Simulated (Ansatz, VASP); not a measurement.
**Ti3Al5: VASP beside Ansatz**

File POSCAR:

```
Ti3Al5
1.0
    3.8982868572      0.0000000000      0.0000000000
    0.0000000000      3.8982868572      0.0000000000
    0.0000000000      0.0000000000      7.9086853463
Ti Al
3 5
Direct
    0.0000000000      0.0000000000      0.5000000000
    0.5000000000      0.5000000000      0.0000000000
    0.5000000000      0.5000000000      0.5000000000
    0.0000000000      0.5000000000      0.2513308222
    0.0000000000      0.5000000000      0.7486691778
    0.5000000000      0.0000000000      0.2513308222
    0.5000000000      0.0000000000      0.7486691778
    0.0000000000      0.0000000000      0.0000000000
```

The input INCAR.step1:

```
  PREC = Accurate
  ENCUT = 520
  ISMEAR = 0
  SIGMA = 0.15
  LREAL = False
  LASPH = True
  NELM = 60
  NBANDS = 36
  GGA = PE
  ALGO = Normal
  EDIFF = 1E-4
  LWAVE = True
  LCHARG = False
```

INCAR.step2

```
  PREC = Accurate
  ENCUT = 520
  EDIFF = 1E-6
  ISMEAR = 0
  SIGMA = 0.15
  LREAL = False
  LASPH = True
  NELM = 60
  ALGO = Normal
  ISIF = 2
  LWAVE = False
  LCHARG = False
  METAGGA = R2SCAN
  LMIXTAU = True
  NBANDS = 36
  ISTART = 1
```

File KPOINTS:

```
regular mesh
0
Gamma
  10 10 6
```

Input for Ansatz:

```yaml
crystal:
  lattice:
    - [3.8982868572, 0.0, 0.0]
    - [0.0, 3.8982868572, 0.0]
    - [0.0, 0.0, 7.9086853463]
  atoms:
    - { symbol: Ti, position: [0.0, 0.0, 0.5] }
    - { symbol: Ti, position: [0.5, 0.5, 0.0] }
    - { symbol: Ti, position: [0.5, 0.5, 0.5] }
    - { symbol: Al, position: [0.0, 0.5, 0.2513308222] }
    - { symbol: Al, position: [0.0, 0.5, 0.7486691778] }
    - { symbol: Al, position: [0.5, 0.0, 0.2513308222] }
    - { symbol: Al, position: [0.5, 0.0, 0.7486691778] }
    - { symbol: Al, position: [0.0, 0.0, 0.0] }
basis:
  ecutwfc: 500
kpoints:
  mp_grid: { grid: [10, 10, 6] }
hamiltonian:
  xc: r2scan
scf:
  occupations: { method: gaussian, width: 0.15 }
output:
  forces: true
  stress: true
  eigenvalues: true
  write_density: true
  write_potential: true
  elf: true
  volumetric_format: npy
```

Change from the starting cell: strain +0.000 along x and y, -0.050 along z, atoms carried along.

Alike in both runs: task single point; functional r2SCAN; k mesh 10 × 10 × 6; occupations gaussian, width 0.15 eV; no spin polarisation.

|  | VASP | Ansatz |
| --- | --- | --- |
| version | VASP 6.6.1 | Ansatz 0.2.0 |
| potentials or method | VASP PAW PBE potentials, release 64 (Ti_sv, Al), cutoff 520 eV | scalar-relativistic, plane waves, PAW |
| valence electrons in the cell | 51 | 51 |

Ansatz gave:

- gap on the k mesh at the Fermi level (eV): none
- pressure (GPa): 6.8
- traceless stress, the component that is largest in VASP (GPa): 4.51
- rms of the force components (eV/Å): 0.010

What did VASP give for the same quantities?

gap on the k mesh at the Fermi level (eV): none; pressure (GPa): 6.9; traceless stress, the component that is largest in VASP (GPa): 4.50; rms of the force components (eV/Å): 0.016.

VASP's potentials were made for PBE, not for r2SCAN. Atom by atom the forces differ by 0.006 eV/Å (rms over components). A gap of «none» marks a metal or a gap that the smearing closes. With one functional, cell and mesh, what is left measures potentials, basis and numerics.
